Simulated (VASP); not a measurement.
# KTaO3 (P4/mmm) in VASP: further runs

The runs below take KTaO3 through single point, with r2SCAN.

All numbers are computed with VASP 6.6.1; they aren't measurements. Logs are shortened: lines on timing, memory, paths and dates and some standing lists are left out, and cuts for length are marked.

**1. The cell of the first run**

The structure is tetragonal, space group P4/mmm (No. 123). Conventional cell: a = 4.043 Å, b = 4.043 Å, c = 3.881 Å, α = 90.00°, β = 90.00°, γ = 90.00°. K (site symmetry 4/mmm) has 12 O at 2.80 to 2.86 Å and 8 Ta at 3.46 Å within 3.7 Å. Ta (site symmetry 4/mmm) has 6 O at 1.94 to 2.02 Å within 2.6 Å. Within 2.9 Å of O (site symmetry mmm) lie 2 Ta at 2.02 Å and 4 K at 2.80 Å and 8 O at 2.80 to 2.86 Å. Within 2.6 Å of O (site symmetry 4/mmm) lie 2 Ta at 1.94 Å.

**2. Single point, r2SCAN**

File POSCAR:

```
KTaO3
1.0
    4.0429410365      0.0000000000      0.0000000000
    0.0000000000      4.0429410365      0.0000000000
    0.0000000000      0.0000000000      3.8812233950
K Ta O
1 1 3
Direct
    0.5000000000      0.5000000000      0.5000000000
    0.0000000000      0.0000000000      0.0000000000
    0.5000000000      0.0000000000      0.0000000000
    0.0000000000      0.5000000000      0.0000000000
    0.0000000000      0.0000000000      0.5000000000
```

File INCAR.step1:

```
SYSTEM = KTaO3
ALGO = Normal
EDIFF = 1E-5
ENCUT = 660
GGA = PE
GGA_COMPAT = .False.
ISMEAR = 0
LASPH = .True.
LCHARG = .False.
LREAL = .False.
LWAVE = .True.
NBANDS = 28
NELM = 120
PREC = Accurate
SIGMA = 0.05
```

File INCAR.step2:

```
SYSTEM = KTaO3
ALGO = Normal
EDIFF = 1E-6
ENCUT = 660
GGA_COMPAT = .False.
ISIF = 2
ISMEAR = 0
ISTART = 1
LASPH = .True.
LCHARG = .False.
LMIXTAU = .True.
LREAL = .False.
LWAVE = .False.
METAGGA = R2SCAN
NBANDS = 28
NELM = 120
PREC = Accurate
SIGMA = 0.05
```

File KPOINTS:

```
k-points
0
Gamma
  6 6 6
  0 0 0
```

Potentials or basis: VASP PAW PBE potentials, release 64 (K_sv, Ta_sv_GW, O).

Command:

```console
$ cat potpaw_PBE.64/K_sv/POTCAR potpaw_PBE.64/Ta_sv_GW/POTCAR potpaw_PBE.64/O/POTCAR > POTCAR
$ cp INCAR.step1 INCAR
$ mpirun -np 1 vasp_std > vasp.out
$ cp INCAR.step2 INCAR
$ mpirun -np 1 vasp_std > vasp.out
```

OUTCAR:

```text
SYSTEM = KTaO3
   EDIFF = 1E-6
   ENCUT = 660
   ISIF = 2
   ISMEAR = 0
   ISTART = 1
   LASPH = .True.
   LREAL = .False.
   METAGGA = R2SCAN
   NELM = 120
   PREC = Accurate

 ion  position               nearest neighbor table
   1  0.500  0.500  0.500-   3 2.80   4 2.80   3 2.80   4 2.80   3 2.80   3 2.80   4 2.80   4 2.80
                             5 2.86   5 2.86   5 2.86   5 2.86   2 3.46   2 3.46   2 3.46   2 3.46
   2  0.000  0.000  0.000-   5 1.94   5 1.94   3 2.02   4 2.02   4 2.02   3 2.02   1 3.46   1 3.46
                             1 3.46   1 3.46   1 3.46   1 3.46   1 3.46   1 3.46
   3  0.500  0.000  0.000-   2 2.02   2 2.02   1 2.80   1 2.80   1 2.80   1 2.80
   4  0.000  0.500  0.000-   2 2.02   2 2.02   1 2.80   1 2.80   1 2.80   1 2.80
   5  0.000  0.000  0.500-   2 1.94   2 1.94   1 2.86   1 2.86   1 2.86   1 2.86

  LATTYP: Found a simple tetragonal cell.
 ALAT       =     4.0429410365
 C/A-ratio  =     0.9600000000

  Lattice vectors:

 A1 = (   4.0429410365,   0.0000000000,   0.0000000000)
 A2 = (   0.0000000000,   4.0429410365,   0.0000000000)
 A3 = (   0.0000000000,   0.0000000000,   3.8812233950)

Analysis of symmetry for initial positions (statically):
=====================================================================
 Subroutine PRICEL returns:
 Original cell was already a primitive cell.

 Routine SETGRP: Setting up the symmetry group for a
 simple tetragonal supercell.

 Subroutine GETGRP returns: Found 16 space group operations
 (whereof 16 operations were pure point group operations)
 out of a pool of 16 trial point group operations.

The static configuration has the point symmetry D_4h.

Analysis of symmetry for dynamics (positions and initial velocities):
=====================================================================
 Subroutine PRICEL returns:
 Original cell was already a primitive cell.

 Routine SETGRP: Setting up the symmetry group for a
 simple tetragonal supercell.

 Subroutine GETGRP returns: Found 16 space group operations
 (whereof 16 operations were pure point group operations)
 out of a pool of 16 trial point group operations.

The dynamic configuration has the point symmetry D_4h.

 Subroutine INISYM returns: Found 16 space group operations
 (whereof 16 operations are pure point group operations),
 and found     1 'primitive' translations

[... 101 lines left out ...]
   LREAL  =      F    real-space projection
   EDIFFG = 0.1E-04   stopping-criterion for IOM
   NSW    =      0    number of steps for IOM
   IBRION =     -1    ionic relax: 0-MD 1-quasi-New 2-CG
   NFREE  =      0    steps in history (QN), initial steepest desc. (CG)
   ISIF   =      2    stress and relaxation
   ISYM   =      2    0-nonsym 1-usesym 2-fastsym
   POTIM  = 0.5000    time-step for ionic-motion
   TEBEG  =    0.0;   TEEND  =   0.0 temperature during run
   PSTRESS=    0.0 pullay stress
   NELECT =      40.0000    total number of electrons
   NUPDOWN=      -1.0000    fix difference up-down
   EMIN   =  10.00;   EMAX   =-10.00  energy-range for DOS
   EFERMI =   0.00;   METHOD = LEGACY
   ISMEAR =     0;   SIGMA  =   0.05  broadening in eV -4-tet -1-fermi 0-gaus
   EFERMI_NEDOS =   21; number of points for ismear=-14 and -15
   IALGO  =     38    algorithm
   IMIX   =      4    mixing-type and parameters
     AMIX     =   0.40;   BMIX     =  1.00
     AMIX_MAG =   1.60;   BMIX_MAG =  1.00
  volume/ion in A,a.u.               =      12.69        85.62
  Fermi-wavevector in a.u.,A,eV,Ry     =   1.403806  2.652808 26.812600  1.970671
  Thomas-Fermi vector in A             =   2.526431
   LORBIT       =      0    0 simple, 1 ext, 2 COOP (PROOUT), +10 PAW based schemes
   METAGGA = R2SCAN    functional components
   LHFCALC =     F    Hartree Fock is set to
   AEXX    =    0.0000 exact exchange contribution
   IVDW    =     0    specifies the selected vdW correction
   LEPSILON=     F    determine dielectric tensor
   LRPA    =     F    only Hartree local field effects (RPA)
 non-spin polarized calculation
 Gauss-broadening in eV      SIGMA  =   0.05
  energy-cutoff  :      660.00
  volume of cell :       63.44
 maximum number of plane-waves:      2468
 NGX is ok and might be reduce to    36

 number of electron      39.9999993 magnetization

 Free energy of the ion-electron system (eV)
  ---------------------------------------------------
  ext. energy  EPLUGINS =         0.00000000
  ---------------------------------------------------
  free energy    TOTEN  =       -89.72017781 eV

  energy without entropy =      -89.72017781  energy(sigma->0) =      -89.72017781

 E-fermi :   3.2113     XC(G=0): -11.6507

 val. band max:        2.8658212988   @ k =   0.5000   0.5000   0.5000
 cond. band min:       5.3945166285   @ k =   0.0000   0.0000   0.0000
 fundamental gap:      2.5286953297
 Fermi energy:         3.2113242196

 k-point     1 :       0.0000    0.0000    0.0000
  band No.  band energies     occupation
      1     -66.6979      2.00000
      2     -32.4277      2.00000
      3     -32.3511      2.00000
      4     -32.3511      2.00000
      5     -25.6070      2.00000
      6     -15.8872      2.00000
[... 733 lines left out ...]
     27      14.3752      0.00000
     28      15.0112      0.00000

 [... further k-points ...]

------------------------ aborting loop because EDIFF is reached ----------------------------------------

  FORCE on cell =-STRESS in cart. coord.  units (eV):
  Direction    XX          YY          ZZ          XY          YZ          ZX
  --------------------------------------------------------------------------------------
  -------------------------------------------------------------------------------------
  Total       -1.8314579     -1.8314579      4.8088563      0.0000000      0.0000000      0.0000000
  in kB      -46.2534434    -46.2534434    121.4475967      0.0000000      0.0000000      0.0000000
  external PRESSURE =       9.6469033 kB  Pullay stress =       0.0000000 kB

 VOLUME and BASIS-vectors are now :
 -----------------------------------------------------------------------------
  energy-cutoff  :      660.00
  volume of cell :       63.44
      direct lattice vectors                 reciprocal lattice vectors
     4.042941037  0.000000000  0.000000000     0.247344691  0.000000000  0.000000000
     0.000000000  4.042941037  0.000000000     0.000000000  0.247344691  0.000000000
     0.000000000  0.000000000  3.881223395     0.000000000  0.000000000  0.257650719

 POSITION                                       TOTAL-FORCE (eV/Angst)
 -----------------------------------------------------------------------------------
      2.02147      2.02147      1.94061         0.000000      0.000000      0.000000
      0.00000      0.00000      0.00000         0.000000      0.000000      0.000000
      2.02147      0.00000      0.00000         0.000000      0.000000      0.000000
      0.00000      2.02147      0.00000         0.000000      0.000000      0.000000
      0.00000      0.00000      1.94061         0.000000      0.000000      0.000000
 -----------------------------------------------------------------------------------
    total drift:                                0.000000      0.000000     -0.000000

  FREE ENERGIE OF THE ION-ELECTRON SYSTEM (eV)
  ---------------------------------------------------
  free  energy   TOTEN  =       -89.7201778101 eV

  energy  without entropy=      -89.7201778101  energy(sigma->0) =      -89.72017781
```

OUTCAR.step1:

```text
SYSTEM = KTaO3
   EDIFF = 1E-5
   ENCUT = 660
   GGA = PE
   ISMEAR = 0
[... 980 lines left out ...]
      0.00000      0.00000      0.00000         0.000000      0.000000      0.000000
      2.02147      0.00000      0.00000         0.000000      0.000000      0.000000
      0.00000      2.02147      0.00000         0.000000      0.000000      0.000000
      0.00000      0.00000      1.94061         0.000000      0.000000      0.000000
 -----------------------------------------------------------------------------------
    total drift:                                0.000000      0.000000     -0.000000

  FREE ENERGIE OF THE ION-ELECTRON SYSTEM (eV)
  ---------------------------------------------------
  free  energy   TOTEN  =       -43.5241294713 eV

  energy  without entropy=      -43.5241294713  energy(sigma->0) =      -43.52412947
```

Wall time 7.2 min (1 thread of AMD EPYC 7R43 (Zen 3), shared host); peak memory 0.25 GiB.

What came out:

```yaml
Free_energy: -89.7202 eV
Pressure: 1.0 GPa
Band_gap_on_the_k_mesh: 2.53 eV (least direct gap 3.19 eV)
```

Stress tensor (GPa, compression positive):
```
-4.63  0.00  0.00
 0.00 -4.63  0.00
 0.00  0.00 12.14
```

Caveat: the PAW data sets were made with another functional, which shifts forces and pressure a little; spin-orbit coupling is left out, which moves the levels of the heavy elements. A k mesh can miss the band edges.

**3. Single point, r2SCAN**

This run uses another cell than the first one, of the same volume but with other edges.

POSCAR, as its differences from that of step 2:

```diff
@@ -2,5 +2,5 @@
 1.0
-    4.0429410365      0.0000000000      0.0000000000
-    0.0000000000      4.0429410365      0.0000000000
-    0.0000000000      0.0000000000      3.8812233950
+    3.9239613299      0.0000000000      0.0000000000
+    0.0000000000      3.9239613299      0.0000000000
+    0.0000000000      0.0000000000      4.1201593964
 K Ta O
```

File INCAR.step1:

```
  PREC = Accurate
  ENCUT = 660
  ISMEAR = 0
  SIGMA = 0.05
  LREAL = F
  LASPH = T
  NELM = 120
  NBANDS = 28
  GGA = PE
  ALGO = Normal
  EDIFF = 1E-5
  LWAVE = T
  LCHARG = F
  GGA_COMPAT = F
```

File INCAR.step2:

```
  PREC = Accurate
  ENCUT = 660
  EDIFF = 1E-6
  ISMEAR = 0
  SIGMA = 0.05
  LREAL = F
  LASPH = T
  NELM = 120
  ALGO = Normal
  ISIF = 2
  LWAVE = F
  LCHARG = F
  METAGGA = R2SCAN
  LMIXTAU = T
  NBANDS = 28
  ISTART = 1
  GGA_COMPAT = F
```

File KPOINTS:

```
regular mesh
0
Gamma
  6 6 6
```

Potentials or basis: VASP PAW PBE potentials, release 64 (K_sv, Ta_sv_GW, O).

Command:

```console
$ cat potpaw_PBE.64/K_sv/POTCAR potpaw_PBE.64/Ta_sv_GW/POTCAR potpaw_PBE.64/O/POTCAR > POTCAR
$ cp INCAR.step1 INCAR
$ mpirun -np 1 vasp_std > vasp.out
$ cp INCAR.step2 INCAR
$ mpirun -np 1 vasp_std > vasp.out
```

Run time: 3.8 min. Hardware: 1 thread of Intel Xeon Platinum 8488C (Sapphire Rapids), shared host; peak memory 0.29 GiB.

The run converged. Its results:

* Free energy: -89.6922 eV
* Pressure: 1.2 GPa
* Band gap on the k mesh: 2.55 eV (least direct gap 3.16 eV)

Stress tensor (GPa, compression positive):
```
  7.14   0.00   0.00
  0.00   7.14   0.00
  0.00   0.00 -10.62
```

Levels at points of the mesh, in eV from the valence-band top:
```
           k point  band 17  band 18  band 19  band 20  band 21  band 22  band 23  band 24
(0.00, 0.00, 0.00)    -1.07    -0.70    -0.61    -0.61     2.55     2.55     2.62     6.48
(0.50, 0.00, 0.00)    -2.19    -1.47    -0.93    -0.80     2.73     5.62     5.63     6.79
(0.50, 0.50, 0.00)    -1.69    -1.15    -1.15    -0.13     5.67     5.67     7.08     7.39
(0.00, 0.00, 0.50)    -2.06    -1.68    -0.99    -0.99     2.73     5.00     5.00     7.57
(0.50, 0.00, 0.50)    -1.78    -1.70    -1.67    -0.07     5.05     5.65     6.65     8.56
(0.50, 0.50, 0.50)    -3.85    -0.10     0.00     0.00     6.79     6.79     7.20     9.49
```

Caveat: the PAW data sets were made with another functional, which shifts forces and pressure a little; spin-orbit coupling is left out, which moves the levels of the heavy elements.
